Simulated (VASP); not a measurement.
Runs of VASP 6.6.1 on CdSe. The structure is that of space group Fm-3m (No. 225), or close to it. The cells are those of the table. 

```tsv
cell	gap on the mesh (eV)	pressure (GPa)
a = 4.170 Å, angles 60.0°, 2 atoms	none	(a)
a = 4.118 Å, angles 60.0°, 2 atoms	none	-5.3
a = 3.953 Å, angles 60.0°, 2 atoms	none	2.1
a = 4.009 Å, angles 60.0°, 2 atoms	none	-1.0
```

Alike in all rows: task single point; level PBEsol; potentials or basis VASP PAW PBE potentials, release 64 (Cd, Se); no spin polarisation; k mesh 6 × 6 × 6; cutoff (eV) 500; smearing fermi-dirac 0.05 eV.

**Question.** Estimate the missing entries.

**Answer.** (a) -6.8.

Caveats: the PAW data sets were made with another functional, which shifts forces and pressure a little.

A k mesh can miss the band edges, and the runs leave out spin-orbit coupling on Cd, Se.

A gap of «none» marks levels without a gap at the run's occupations.
